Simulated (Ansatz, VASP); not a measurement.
## One calculation of Y, two programs

The input INCAR:

```
PREC = Accurate
ENCUT = 520
EDIFF = 1E-6
ISMEAR = 0
SIGMA = 0.15
LREAL = False
LASPH = True
NELM = 80
ALGO = Fast
ISIF = 2
LWAVE = False
LCHARG = False
GGA = PS
NBANDS = 12
```

Contents of KPOINTS:

```
regular mesh
0
Gamma
  16 16 16
```

POSCAR

```
Y
1.0
    0.0000000000      2.5222750000      2.5222750000
    2.4850000000      0.0372750000      2.4850000000
    2.4850000000      2.4850000000      0.0372750000
Y
1
Direct
    0.0000000000      0.0000000000      0.0000000000
```

Input for Ansatz:

```yaml
crystal:
  lattice:
    - [0.0, 2.522275, 2.522275]
    - [2.485, 0.037275, 2.485]
    - [2.485, 2.485, 0.037275]
  atoms:
    - { symbol: "Y", position: [0.0, 0.0, 0.0] }
basis:
  ecutwfc: 420
kpoints:
  mp_grid: { grid: [16, 16, 16] }
hamiltonian:
  xc: pbesol
scf:
  occupations: { method: gaussian, width: 0.15 }
output:
  forces: true
  stress: true
  eigenvalues: true
```

Change from the starting cell: strain +0.0300 x Voigt [0, 0, 0, 1, 0, 0], atoms carried along.

Alike in both runs: task single point; functional PBEsol; k mesh 16 × 16 × 16; occupations gaussian, width 0.15 eV; no spin polarisation.

```csv
,VASP,Ansatz
version,VASP 6.6.1,Ansatz 0.2.0
potentials or method,"VASP PAW PBE potentials, release 64 (Y_sv), cutoff 520 eV","scalar-relativistic, plane waves, PAW"
valence electrons in the cell,11,11
```

Ansatz gave:

| Quantity | Value |
| --- | --- |
| gap on the k mesh at the Fermi level (eV) | none |
| pressure (GPa) | 0.2 |
| traceless stress, the component that is largest in VASP (GPa) | -1.05 |

Question: What did VASP give for the same quantities?

Answer: gap on the k mesh at the Fermi level (eV): none; pressure (GPa): 0.1; traceless stress, the component that is largest in VASP (GPa): -1.05.

VASP's potentials were made for PBE, not for PBEsol. A gap of «none» marks a metal or a gap that the smearing closes.
